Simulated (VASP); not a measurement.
# NaCl in VASP: notebook

The runs below take NaCl through single point, with r2SCAN, HSE06.

Program: VASP 6.6.1. These are calculated values, not measurements. Logs are shortened: lines on timing, memory, paths and dates and some standing lists are left out, and cuts for length are marked.

### Step 1. The cell of the first run

Symmetry: I4/mmm, No. 139, tetragonal system. The conventional cell has a = 3.964 Å, b = 3.964 Å, c = 5.739 Å, α = 90.00°, β = 90.00°, γ = 90.00°. Within 3.7 Å of Na (site symmetry 4/mmm) lie 6 Cl at 2.80 to 2.87 Å. Cl (site symmetry 4/mmm) has 6 Na at 2.80 to 2.87 Å within 3.7 Å.

### Step 2. Single point, r2SCAN (uniaxial z strain +2.4%)

Contents of POSCAR:

```
NaCl
1.0
    0.0000000000      2.8026988303      2.8696833324
    2.8026988303      0.0000000000      2.8696833324
    2.8026988303      2.8026988303      0.0000000000
Na Cl
1 1
Direct
    0.0000000000      0.0000000000      0.0000000000
    0.5000000000      0.5000000000      0.5000000000
```

Contents of INCAR.step1:

```
ALGO     = Normal         # electronic algorithm
EDIFF    = 1E-4           # SCF threshold, eV
ENCUT    = 520            # plane-wave cutoff, eV
GGA      = PE             # functional
ISMEAR   = 0              # smearing method
LASPH    = True           # aspherical terms in the spheres
LCHARG   = False          # write CHGCAR
LREAL    = False          # projectors in reciprocal space
LWAVE    = True           # write WAVECAR
NBANDS   = 14             # bands
NELM     = 80             # most SCF steps
PREC     = Accurate       # precision mode
SIGMA    = 0.01           # smearing width, eV
```

Contents of INCAR.step2:

```
ALGO     = Normal         # electronic algorithm
EDIFF    = 1E-6           # SCF threshold, eV
ENCUT    = 520            # plane-wave cutoff, eV
ISIF     = 2              # what is computed and relaxed
ISMEAR   = 0              # smearing method
ISTART   = 1            
LASPH    = True           # aspherical terms in the spheres
LCHARG   = True           # write CHGCAR
LELF     = True           # ELF
LMIXTAU  = True         
LREAL    = False          # projectors in reciprocal space
LVHAR    = True         
LWAVE    = False          # write WAVECAR
METAGGA  = R2SCAN         # meta-GGA
NBANDS   = 14             # bands
NELM     = 80             # most SCF steps
PREC     = Accurate       # precision mode
SIGMA    = 0.01           # smearing width, eV
```

Contents of KPOINTS:

```
k-points
0
Gamma
  8 8 8
```

Potentials or basis: VASP PAW PBE potentials, release 64 (Na_pv, Cl).

Launch:

```console
$ cat potpaw_PBE.64/Na_pv/POTCAR potpaw_PBE.64/Cl/POTCAR > POTCAR
$ cp INCAR.step1 INCAR
$ mpirun -np 1 vasp_std > vasp.out
$ cp INCAR.step2 INCAR
$ mpirun -np 1 vasp_std > vasp.out
```

OUTCAR:

```text
EDIFF = 1E-6
   ENCUT = 520
   ISIF = 2
   ISMEAR = 0
   ISTART = 1
   LASPH = True
   LREAL = False
   METAGGA = R2SCAN
   NELM = 80
   PREC = Accurate

 ion  position               nearest neighbor table
   1  0.000  0.000  0.000-
   2  0.500  0.500  0.500-

  LATTYP: Found a body centered tetragonal cell.
 ALAT       =     3.9636146971
 C/A-ratio  =     1.4480132665

  Lattice vectors:

 A1 = (  -2.8026988303,   0.0000000000,   2.8696833324)
 A2 = (   2.8026988303,   0.0000000000,   2.8696833324)
 A3 = (   0.0000000000,   2.8026988303,  -2.8696833324)

Analysis of symmetry for initial positions (statically):
=====================================================================
 Subroutine PRICEL returns:
 Original cell was already a primitive cell.

 Routine SETGRP: Setting up the symmetry group for a
 body centered tetragonal supercell.

 Subroutine GETGRP returns: Found 16 space group operations
 (whereof 16 operations were pure point group operations)
 out of a pool of 16 trial point group operations.

The static configuration has the point symmetry D_4h.

Analysis of symmetry for dynamics (positions and initial velocities):
=====================================================================
 Subroutine PRICEL returns:
 Original cell was already a primitive cell.

 Routine SETGRP: Setting up the symmetry group for a
 body centered tetragonal supercell.

 Subroutine GETGRP returns: Found 16 space group operations
 (whereof 16 operations were pure point group operations)
 out of a pool of 16 trial point group operations.

The dynamic configuration has the point symmetry D_4h.

 Subroutine INISYM returns: Found 16 space group operations
 (whereof 16 operations are pure point group operations),
 and found     1 'primitive' translations

----------------------------------------------------------------------------------------

                                     Primitive cell

  volume of cell :      45.0834

  direct lattice vectors                    reciprocal lattice vectors
     0.000000000  2.802698830  2.869683332    -0.178399475  0.178399475  0.174235252
     2.802698830  0.000000000  2.869683332     0.178399475 -0.178399475  0.174235252
     2.802698830  2.802698830  0.000000000     0.178399475  0.178399475 -0.174235252

  length of vectors
     4.011259548  4.011259548  3.963614697     0.306611592  0.306611592  0.306611592
[... 89 lines left out ...]
   POTIM  = 0.5000    time-step for ionic-motion
   TEBEG  =    0.0;   TEEND  =   0.0 temperature during run
   PSTRESS=    0.0 pullay stress
   NELECT =      14.0000    total number of electrons
   NUPDOWN=      -1.0000    fix difference up-down
   EMIN   =  10.00;   EMAX   =-10.00  energy-range for DOS
   EFERMI =   0.00;   METHOD = LEGACY
   ISMEAR =     0;   SIGMA  =   0.01  broadening in eV -4-tet -1-fermi 0-gaus
   EFERMI_NEDOS =   21; number of points for ismear=-14 and -15
   IALGO  =     38    algorithm
   IMIX   =      4    mixing-type and parameters
     AMIX     =   0.40;   BMIX     =  1.00
     AMIX_MAG =   1.60;   BMIX_MAG =  1.00
  volume/ion in A,a.u.               =      22.54       152.12
  Fermi-wavevector in a.u.,A,eV,Ry     =   1.108609  2.094968 16.721762  1.229015
  Thomas-Fermi vector in A             =   2.245139
   LORBIT       =      0    0 simple, 1 ext, 2 COOP (PROOUT), +10 PAW based schemes
   METAGGA = R2SCAN    functional components
   LHFCALC =     F    Hartree Fock is set to
   AEXX    =    0.0000 exact exchange contribution
   IVDW    =     0    specifies the selected vdW correction
   LEPSILON=     F    determine dielectric tensor
   LRPA    =     F    only Hartree local field effects (RPA)
 non-spin polarized calculation
 Gauss-broadening in eV      SIGMA  =   0.01
  energy-cutoff  :      520.00
  volume of cell :       45.08
 maximum number of plane-waves:      1243
 NGX is ok and might be reduce to    30
   NGX = 15   NGY = 15   NGZ = 15

 number of electron      13.9999997 magnetization

 Free energy of the ion-electron system (eV)
  ---------------------------------------------------
  ext. energy  EPLUGINS =         0.00000000
  ---------------------------------------------------
  free energy    TOTEN  =       -13.78480162 eV

  energy without entropy =      -13.78480162  energy(sigma->0) =      -13.78480162

 E-fermi :  -1.0338     XC(G=0):  -8.6192

 val. band max:       -1.1840769086   @ k =   0.0000   0.0000   0.0000
 cond. band min:       4.7052846094   @ k =   0.0000   0.0000   0.0000
 fundamental gap:      5.8893615181
 Fermi energy:        -1.0337749831

 k-point     1 :       0.0000    0.0000    0.0000
  band No.  band energies     occupation
      1     -22.7237      2.00000
      2     -22.7203      2.00000
      3     -22.7200      2.00000
      4     -14.4051      2.00000
      5      -1.1996      2.00000
      6      -1.1996      2.00000
      7      -1.1841      2.00000
      8       4.7053      0.00000
      9      10.4465      0.00000
     10      10.6231      0.00000
     11      10.6231      0.00000
     12      12.6587      0.00000
     13      12.9490      0.00000
     14      14.3882      0.00000
[... 377 lines left out ...]
      1     -22.7412      2.00000
      2     -22.7257      2.00000
      3     -22.7227      2.00000
      4     -14.1337      2.00000
      5      -2.6771      2.00000
      6      -1.5265      2.00000
      7      -1.4991      2.00000
      8       6.9438      0.00000
      9       9.2633      0.00000
     10      10.3175      0.00000
     11      11.0929      0.00000
     12      13.1597      0.00000
     13      14.5165      0.00000
     14      16.1149      0.00000

 [... further k-points ...]

------------------------ aborting loop because EDIFF is reached ----------------------------------------

  FORCE on cell =-STRESS in cart. coord.  units (eV):
  Direction    XX          YY          ZZ          XY          YZ          ZX
  --------------------------------------------------------------------------------------
  -------------------------------------------------------------------------------------
  Total       -0.1239602     -0.1239602     -0.3944383      0.0000000      0.0000000      0.0000000
  in kB       -4.4053055     -4.4053055    -14.0175731      0.0000000      0.0000000      0.0000000
  external PRESSURE =      -7.6093947 kB  Pullay stress =       0.0000000 kB

 VOLUME and BASIS-vectors are now :
 -----------------------------------------------------------------------------
  energy-cutoff  :      520.00
  volume of cell :       45.08
      direct lattice vectors                 reciprocal lattice vectors
     0.000000000  2.802698830  2.869683332    -0.178399475  0.178399475  0.174235252
     2.802698830  0.000000000  2.869683332     0.178399475 -0.178399475  0.174235252
     2.802698830  2.802698830  0.000000000     0.178399475  0.178399475 -0.174235252

 POSITION                                       TOTAL-FORCE (eV/Angst)
 -----------------------------------------------------------------------------------
      0.00000      0.00000      0.00000        -0.000000      0.000000      0.000000
      2.80270      2.80270      2.86968         0.000000     -0.000000      0.000000
 -----------------------------------------------------------------------------------
    total drift:                               -0.000000      0.000000      0.000000

  FREE ENERGIE OF THE ION-ELECTRON SYSTEM (eV)
  ---------------------------------------------------
  free  energy   TOTEN  =       -13.7848016182 eV

  energy  without entropy=      -13.7848016182  energy(sigma->0) =      -13.78480162
```

Run time: 72 s. Hardware: 1 thread of Intel Xeon 6975P-C (Granite Rapids), shared host; peak memory 0.18 GiB.

What came out:

```yaml
Free_energy: -13.7848 eV
Pressure: -0.8 GPa
Band_gap_on_the_k_mesh: 5.89 eV, direct
```

Levels at points of the mesh, in eV from the valence-band top:
```
           k point  band 4  band 5  band 6  band 7  band 8  band 9  band 10  band 11
(0.00, 0.00, 0.00)  -13.22   -0.02   -0.02    0.00    5.89   11.63    11.81    11.81
(0.50, 0.00, 0.00)  -12.88   -1.92   -0.30   -0.27    7.92   11.56    11.63    11.87
(0.50, 0.50, 0.00)  -12.85   -1.69   -0.58   -0.58    8.43    8.67    12.01    15.96
(0.50, 0.00, 0.50)  -12.83   -1.67   -0.66   -0.59    8.42    8.58    12.23    15.63
```

Caveat: the cell differs from its parent crystal (uniaxial z strain +2.4%); the PAW data sets were made with another functional, which shifts forces and pressure a little. A k mesh can miss the band edges.

### Step 3. Single point, r2SCAN (shear xy strain +0.6%)

Contents of POSCAR:

```
NaCl
1.0
    0.0085482314      2.8026988303      2.8026988303
    2.8026988303      0.0085482314      2.8026988303
    2.8112470618      2.8112470618      0.0000000001
Na Cl
1 1
Direct
    0.0000000000      0.0000000000      0.0000000000
    0.5000000000      0.5000000000      0.5000000000
```

Contents of INCAR.step1:

```
ALGO = Normal ; EDIFF = 1E-4
ENCUT = 520 ; GGA = PE
ISMEAR = 0 ; LASPH = True
LCHARG = False ; LREAL = False
LWAVE = True ; NBANDS = 14
NELM = 80 ; PREC = Accurate
SIGMA = 0.01
```

Contents of INCAR.step2:

```
ALGO = Normal ; EDIFF = 1E-6
ENCUT = 520 ; ISIF = 2
ISMEAR = 0 ; ISTART = 1
LASPH = True ; LCHARG = True
LELF = True ; LMIXTAU = True
LREAL = False ; LVHAR = True
LWAVE = False ; METAGGA = R2SCAN
NBANDS = 14 ; NELM = 80
PREC = Accurate ; SIGMA = 0.01
```

KPOINTS is that of step 2.

Potentials or basis: VASP PAW PBE potentials, release 64 (Na_pv, Cl).

Launch:

```console
$ cat potpaw_PBE.64/Na_pv/POTCAR potpaw_PBE.64/Cl/POTCAR > POTCAR
$ cp INCAR.step1 INCAR
$ mpirun -np 1 vasp_std > vasp.out
$ cp INCAR.step2 INCAR
$ mpirun -np 1 vasp_std > vasp.out
```

Wall time 1.7 min (1 thread of Intel Xeon 6975P-C (Granite Rapids), shared host); peak memory 0.19 GiB.

Results (log left out):

```yaml
Free_energy: -13.7900 eV
Pressure: -0.1 GPa
Band_gap_on_the_k_mesh: 5.99 eV, direct
```

Stress tensor (GPa, compression positive):
```
-0.15 -0.10  0.00
-0.10 -0.15  0.00
 0.00  0.00 -0.15
```

Levels at points of the mesh, in eV from the valence-band top:
```tsv
k point	band 4	band 5	band 6	band 7	band 8	band 9	band 10	band 11
(0.00, 0.00, 0.00)	-13.28	-0.02	-0.01	0.00	5.99	11.72	11.77	11.81
(0.50, 0.00, 0.00)	-12.91	-1.99	-0.31	-0.30	7.96	11.76	11.78	11.80
(0.50, 0.50, 0.00)	-12.87	-1.74	-0.65	-0.62	8.48	8.59	12.34	16.04
(0.00, 0.00, 0.50)	-12.92	-1.99	-0.30	-0.29	7.98	11.73	11.80	11.84
(0.50, 0.00, 0.50)	-12.87	-1.74	-0.64	-0.64	8.49	8.59	12.34	16.08
```

Caveat: the cell differs from its parent crystal (shear xy strain +0.6%); the PAW data sets were made with another functional, which shifts forces and pressure a little.

### Step 4. Single point, HSE06 (strain -2.9%)

Contents of POSCAR:

```
NaCl
1.0
    0.0000000000      2.7219811040      2.7219811040
    2.7219811040      0.0000000000      2.7219811040
    2.7219811040      2.7219811040      0.0000000000
Na Cl
1 1
Direct
    0.0000000000      0.0000000000      0.0000000000
    0.5000000000      0.5000000000      0.5000000000
```

Contents of INCAR.step1:

```
SYSTEM = NaCl
PREC     = Accurate       ! precision mode
ENCUT    = 520            ! plane-wave cutoff, eV
EDIFF    = 1E-5           ! SCF threshold, eV
ISMEAR   = 0              ! smearing method
SIGMA    = 0.01           ! smearing width, eV
LREAL    = .FALSE.        ! projectors in reciprocal space
LASPH    = .TRUE.         ! aspherical terms in the spheres
NELM     = 80             ! most SCF steps
ALGO     = Normal         ! electronic algorithm
ISIF     = 2              ! what is computed and relaxed
LWAVE    = .TRUE.         ! write WAVECAR
LCHARG   = .FALSE.        ! write CHGCAR
GGA      = PE             ! functional
NBANDS   = 14             ! bands
```

Contents of INCAR.step2:

```
SYSTEM = NaCl
PREC     = Accurate       ! precision mode
ENCUT    = 520            ! plane-wave cutoff, eV
EDIFF    = 1E-6           ! SCF threshold, eV
ISMEAR   = 0              ! smearing method
SIGMA    = 0.01           ! smearing width, eV
LREAL    = .FALSE.        ! projectors in reciprocal space
LASPH    = .TRUE.         ! aspherical terms in the spheres
NELM     = 80             ! most SCF steps
ALGO     = Normal         ! electronic algorithm
ISIF     = 2              ! what is computed and relaxed
LWAVE    = .FALSE.        ! write WAVECAR
LCHARG   = .FALSE.        ! write CHGCAR
GGA      = PE             ! functional
LHFCALC  = .TRUE.         ! exact exchange
HFSCREEN = 0.2079         ! screening, 1/A
PRECFOCK = Normal       
ISTART   = 1            
NBANDS   = 14             ! bands
```

Contents of KPOINTS:

```
regular mesh
0
G
  6 6 6
  0 0 0
```

Launch:

```console
$ cat potpaw_PBE.64/Na_pv/POTCAR potpaw_PBE.64/Cl/POTCAR > POTCAR
$ cp INCAR.step1 INCAR
$ mpirun -np 1 vasp_std > vasp.out
$ cp INCAR.step2 INCAR
$ mpirun -np 1 vasp_std > vasp.out
```

Wall time 9.6 min (1 thread of Intel Xeon 6975P-C (Granite Rapids), shared host); peak memory 0.26 GiB.

Results (log left out):

```yaml
Free_energy: -7.8260 eV
Pressure: 3.7 GPa
Band_gap_on_the_k_mesh: 6.95 eV, direct
```

Levels at points of the mesh, in eV from the valence-band top:
```
           k point  band 5  band 6  band 7  band 8  band 9  band 10
(0.00, 0.00, 0.00)    0.00    0.00    0.00    6.95   12.74    12.74
(0.50, 0.00, 0.00)   -2.41   -0.35   -0.35    8.83   12.78    12.78
(0.50, 0.50, 0.00)   -2.11   -0.76   -0.76    9.31    9.32    13.73
```

Caveat: the cell differs from its parent crystal (strain -2.9%); the PAW data sets were made with another functional, which shifts forces and pressure a little.

### Step 5. The runs side by side

```csv
level,cell,k mesh,grid for exact exchange (PRECFOCK),screening parameter,gap on the mesh (eV),pressure (GPa)
r2SCAN,"a = 4.011, b = 4.011, c = 3.964 Å, angles 60.4, 60.4, 59.2°, 2 atoms",8 × 8 × 8,-,-,5.89,-0.8
r2SCAN,"a = 3.964, b = 3.964, c = 3.976 Å, angles 59.9, 59.9, 59.8°, 2 atoms",8 × 8 × 8,-,-,5.99,-0.1
HSE06,"a = 3.849 Å, angles 60.0°, 2 atoms",6 × 6 × 6,Normal,0.2079 1/Å,6.95,3.7
```

Alike in all rows: task single point; potentials or basis VASP PAW PBE potentials, release 64 (Na_pv, Cl); no spin polarisation; cutoff (eV) 520; smearing gaussian 0.01 eV.

Caveats: the PAW data sets were made with another functional, which shifts forces and pressure a little.

Total energies depend on the potentials used, so only differences within one code and one set of settings carry meaning.
